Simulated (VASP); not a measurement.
# Nb (Fm-3m) in VASP: further runs

Runs on Nb. Level: PBEsol. Tasks: single point, relaxation of volume and atoms at fixed shape.

All numbers are computed with VASP 6.6.1; they aren't measurements. Logs are shortened: lines on timing, memory, paths and dates and some standing lists are left out, and cuts for length are marked.

## Step 1: The cell of the first run

It takes space group Fm-3m (No. 225, cubic). The conventional cell has a = 4.182 Å, b = 4.182 Å, c = 4.182 Å, α = 90.00°, β = 90.00°, γ = 90.00°. Within 3.9 Å of Nb (site symmetry m-3m) lie 12 Nb at 2.96 Å.

## Step 2: Single point, PBEsol

Contents of INCAR:

```
SYSTEM = Nb
PREC = Accurate ; ENCUT = 500
EDIFF = 1E-6 ; ISMEAR = 1
SIGMA = 0.1 ; LREAL = .False.
LASPH = .True. ; NELM = 120
ALGO = Normal ; ISIF = 2
LWAVE = .False. ; LCHARG = .False.
GGA = PS ; NBANDS = 12
GGA_COMPAT = .False.
```

Contents of KPOINTS:

```
regular mesh
0
Gamma
  9 9 9
  0 0 0
```

Contents of POSCAR:

```
Nb
1.0
    0.0000000000      2.0910597047      2.0910597047
    2.0910597047      0.0000000000      2.0910597047
    2.0910597047      2.0910597047      0.0000000000
Nb
1
Direct
    0.0000000000      0.0000000000      0.0000000000
```

Potentials or basis: VASP PAW PBE potentials, release 64 (Nb_sv).

Run with:

```
cat potpaw_PBE.64/Nb_sv/POTCAR > POTCAR
mpirun -np 1 vasp_std > vasp.out
```

OUTCAR:

```text
SYSTEM = Nb
   PREC = Accurate
   ENCUT = 500
   EDIFF = 1E-6
   ISMEAR = 1
   LREAL = .False.
   LASPH = .True.
   NELM = 120
   ISIF = 2
   GGA = PS

 ion  position               nearest neighbor table
   1  0.000  0.000  0.000-

  LATTYP: Found a face centered cubic cell.
 ALAT       =     4.1821194094

  Lattice vectors:

 A1 = (   0.0000000000,   2.0910597047,   2.0910597047)
 A2 = (   2.0910597047,   0.0000000000,   2.0910597047)
 A3 = (   2.0910597047,   2.0910597047,   0.0000000000)

Analysis of symmetry for initial positions (statically):
=====================================================================
 Subroutine PRICEL returns:
 Original cell was already a primitive cell.

 Routine SETGRP: Setting up the symmetry group for a
 face centered cubic supercell.

 Subroutine GETGRP returns: Found 48 space group operations
 (whereof 48 operations were pure point group operations)
 out of a pool of 48 trial point group operations.

The static configuration has the point symmetry O_h .

Analysis of symmetry for dynamics (positions and initial velocities):
=====================================================================
 Subroutine PRICEL returns:
 Original cell was already a primitive cell.

 Routine SETGRP: Setting up the symmetry group for a
 face centered cubic supercell.

 Subroutine GETGRP returns: Found 48 space group operations
 (whereof 48 operations were pure point group operations)
 out of a pool of 48 trial point group operations.

The dynamic configuration has the point symmetry O_h .

 Subroutine INISYM returns: Found 48 space group operations
 (whereof 48 operations are pure point group operations),
 and found     1 'primitive' translations

----------------------------------------------------------------------------------------

                                     Primitive cell

  volume of cell :      18.2864

  direct lattice vectors                    reciprocal lattice vectors
     0.000000000  2.091059705  2.091059705    -0.239113211  0.239113211  0.239113211
     2.091059705  0.000000000  2.091059705     0.239113211 -0.239113211  0.239113211
     2.091059705  2.091059705  0.000000000     0.239113211  0.239113211 -0.239113211

  length of vectors
     2.957204994  2.957204994  2.957204994     0.414156230  0.414156230  0.414156230

  position of ions in fractional coordinates (direct lattice)
     0.000000000  0.000000000  0.000000000

  ion indices of the primitive-cell ions
   primitive index   ion index
                 1           1

[... 83 lines left out ...]
   NUPDOWN=      -1.0000    fix difference up-down
   EMIN   =  10.00;   EMAX   =-10.00  energy-range for DOS
   EFERMI =   0.00;   METHOD = LEGACY
   ISMEAR =     1;   SIGMA  =   0.10  broadening in eV -4-tet -1-fermi 0-gaus
   EFERMI_NEDOS =   21; number of points for ismear=-14 and -15
   IALGO  =     38    algorithm
   IMIX   =      4    mixing-type and parameters
     AMIX     =   0.40;   BMIX     =  1.00
     AMIX_MAG =   1.60;   BMIX_MAG =  1.00
  volume/ion in A,a.u.               =      18.29       123.40
  Fermi-wavevector in a.u.,A,eV,Ry     =   1.461099  2.761076 29.045840  2.134809
  Thomas-Fermi vector in A             =   2.577470
   LORBIT       =      0    0 simple, 1 ext, 2 COOP (PROOUT), +10 PAW based schemes
   GGA     = PS    functional components
   LHFCALC =     F    Hartree Fock is set to
   AEXX    =    0.0000 exact exchange contribution
   IVDW    =     0    specifies the selected vdW correction
   LEPSILON=     F    determine dielectric tensor
   LRPA    =     F    only Hartree local field effects (RPA)
 non-spin polarized calculation
 Methfessel and Paxton  Order N= 1 SIGMA  =   0.10
  energy-cutoff  :      500.00
  volume of cell :       18.29
 maximum number of plane-waves:       483
 NGX is ok and might be reduce to    24
   NGX = 11   NGY = 11   NGZ = 11

 number of electron      13.0000001 magnetization

 Free energy of the ion-electron system (eV)
  ---------------------------------------------------
  ext. energy  EPLUGINS =         0.00000000
  ---------------------------------------------------
  free energy    TOTEN  =       -10.59186660 eV

  energy without entropy =      -10.59090625  energy(sigma->0) =      -10.59154648

 E-fermi :  11.1613     XC(G=0): -12.5569

 val. band max:       11.1077901231   @ k =   0.4444   0.0000   0.0000
 cond. band min:      11.1719650390   @ k =   0.4444   0.3333   0.1111
 fundamental gap:      0.0641749159
 Fermi energy:        11.1613147997

 k-point     1 :       0.0000    0.0000    0.0000
  band No.  band energies     occupation
      1     -43.4978      2.00000
      2     -18.8523      2.00000
      3     -18.8523      2.00000
      4     -18.8523      2.00000
      5       4.8807      2.00000
      6      11.2695     -0.06334
      7      11.2695     -0.06334
      8      11.2695     -0.06334
      9      13.9527      0.00000
     10      13.9527      0.00000
     11      23.0614      0.00000
     12      27.9069      0.00000
[... 331 lines left out ...]
 k-point    24 :       0.4444    0.4444    0.0000
  band No.  band energies     occupation
      1     -43.2191      2.00000
      2     -20.0317      2.00000
      3     -19.2998      2.00000
      4     -19.2998      2.00000
      5       7.0613      2.00000
      6       7.8136      2.00000
      7      14.4963      0.00000
      8      15.9073      0.00000
      9      16.2444      0.00000
     10      16.2444      0.00000
     11      23.1285      0.00000
     12      23.1285      0.00000

 [... further k-points ...]

------------------------ aborting loop because EDIFF is reached ----------------------------------------

  FORCE on cell =-STRESS in cart. coord.  units (eV):
  Direction    XX          YY          ZZ          XY          YZ          ZX
  --------------------------------------------------------------------------------------
  -------------------------------------------------------------------------------------
  Total       -0.0334439     -0.0334439     -0.0334439      0.0000000      0.0000000      0.0000000
  in kB       -2.9302025     -2.9302025     -2.9302025      0.0000000      0.0000000      0.0000000
  external PRESSURE =      -2.9302025 kB  Pullay stress =       0.0000000 kB

 VOLUME and BASIS-vectors are now :
 -----------------------------------------------------------------------------
  energy-cutoff  :      500.00
  volume of cell :       18.29
      direct lattice vectors                 reciprocal lattice vectors
     0.000000000  2.091059705  2.091059705    -0.239113211  0.239113211  0.239113211
     2.091059705  0.000000000  2.091059705     0.239113211 -0.239113211  0.239113211
     2.091059705  2.091059705  0.000000000     0.239113211  0.239113211 -0.239113211

 POSITION                                       TOTAL-FORCE (eV/Angst)
 -----------------------------------------------------------------------------------
      0.00000      0.00000      0.00000        -0.000000     -0.000000     -0.000000
 -----------------------------------------------------------------------------------
    total drift:                               -0.000000      0.000000     -0.000000

  FREE ENERGIE OF THE ION-ELECTRON SYSTEM (eV)
  ---------------------------------------------------
  free  energy   TOTEN  =       -10.5918666034 eV

  energy  without entropy=      -10.5909062454  energy(sigma->0) =      -10.59154648
```

OSZICAR:

```text
N       E                     dE             d eps       ncg     rms          rms(c)
DAV:   1     0.115496105337E+03    0.11550E+03   -0.70972E+03   848   0.105E+03
DAV:   2    -0.646235925216E+01   -0.12196E+03   -0.11756E+03   884   0.380E+02
DAV:   3    -0.108293407747E+02   -0.43670E+01   -0.41791E+01  1184   0.638E+01
DAV:   4    -0.111173390191E+02   -0.28800E+00   -0.28663E+00  1164   0.150E+01
DAV:   5    -0.111311229224E+02   -0.13784E-01   -0.13782E-01  1272   0.271E+00    0.713E+00
DAV:   6    -0.106526771174E+02    0.47845E+00   -0.71321E-01  1308   0.104E+01    0.253E+00
DAV:   7    -0.105884026060E+02    0.64275E-01   -0.22122E-01  1364   0.569E+00    0.103E+00
DAV:   8    -0.105917827200E+02   -0.33801E-02   -0.13328E-02  1000   0.150E+00    0.612E-02
DAV:   9    -0.105918505008E+02   -0.67781E-04   -0.94131E-04  1412   0.336E-01    0.345E-02
DAV:  10    -0.105918666004E+02   -0.16100E-04   -0.14378E-05  1024   0.473E-02    0.159E-02
DAV:  11    -0.105918665471E+02    0.53320E-07   -0.10107E-05  1096   0.513E-02    0.197E-03
DAV:  12    -0.105918666034E+02   -0.56310E-07   -0.79812E-07   760   0.825E-03
   1 F= -.10591867E+02 E0= -.10591546E+02  d E =-.960358E-03
```

Run time: 13 s. Hardware: 1 thread of Intel Xeon 8259CL, shared host; peak memory 0.14 GiB.

What came out:

```
Free energy : -10.5919 eV
Pressure    : -0.3 GPa
```

Levels at points of the mesh, in eV from the Fermi level:
```
           k point  band 2  band 3  band 4  band 5  band 6  band 7  band 8  band 9  band 10  band 11
(0.00, 0.00, 0.00)  -30.01  -30.01  -30.01   -6.28    0.11    0.11    0.11    2.79     2.79    11.90
```

Caveat: the PAW data sets were made with another functional, which shifts forces and pressure a little.

## Step 3: Relaxation of volume and atoms at fixed shape, PBEsol

This run uses another cell than the first one, of 18.92 Å³/atom, 1.035 times its volume.

Contents of INCAR:

```
SYSTEM = Nb
ALGO = Normal
EDIFF = 1E-7
EDIFFG = -0.03
ENCUT = 500
GGA = PS
GGA_COMPAT = .FALSE.
IBRION = 2
ISIF = 8
ISMEAR = 1
LASPH = .TRUE.
LCHARG = .FALSE.
LREAL = .FALSE.
LWAVE = .FALSE.
NELM = 120
NELMIN = 4
NSW = 60
PREC = Accurate
SIGMA = 0.1
```

Contents of KPOINTS:

```
k-points
0
G
  9 9 9
  0 0 0
```

Contents of POSCAR:

```
Nb
1.0
    0.0000000000      2.1150000000      2.1150000000
    2.1150000000      0.0000000000      2.1150000000
    2.1150000000      2.1150000000      0.0000000000
Nb
1
Direct
    0.0000000000      0.0000000000      0.0000000000
```

Potentials or basis: VASP PAW PBE potentials, release 64 (Nb_sv).

Run with:

```
cat potpaw_PBE.64/Nb_sv/POTCAR > POTCAR
mpirun -np 1 vasp_std > vasp.out
```

Run time: 21 s. Hardware: 1 thread of Intel Xeon 8259CL, shared host; peak memory 0.15 GiB.

It converged, with:

```yaml
Free_energy: -10.5925 eV
Relaxed_volume: 18.27 Å³/atom
Relaxed_cell: a = 2.957 Å, b = 2.957 Å, c = 2.957 Å, α = 60.00°, β = 60.00°, γ = 60.00°
Space_group_after_relaxing_to_0.05_Å: Fm-3m (No. 225)
Energy_gained_by_relaxing: 12.5 meV/atom
Ionic_steps: 3
Pressure_after_relaxing: -0.2 GPa
```

Step by step:
| step | energy change (eV) | largest force (eV/Å) | pressure (GPa) | volume (Å³) |
| --- | --- | --- | --- | --- |
| 1 | 0.0000 | 0.0000 | -5.91 | 18.92 |
| 2 | 0.0324 | 0.0000 | 12.58 | 17.07 |
| 3 | -0.0125 | 0.0000 | -0.15 | 18.27 |

Final structure:
```
Nb
1.0
     0.00000    2.09061    2.09061
     2.09061    0.00000    2.09061
     2.09061    2.09061    0.00000
Nb
1
Direct
  0.00000 0.00000 0.00000
```

Levels at points of the mesh, in eV from the Fermi level:
```csv
k point,band 4,band 5,band 6,band 7,band 8,band 9
"(0.00, 0.00, 0.00)",-30.01,-6.28,0.11,0.11,0.11,2.79
```

Caveat: the PAW data sets were made with another functional, which shifts forces and pressure a little.
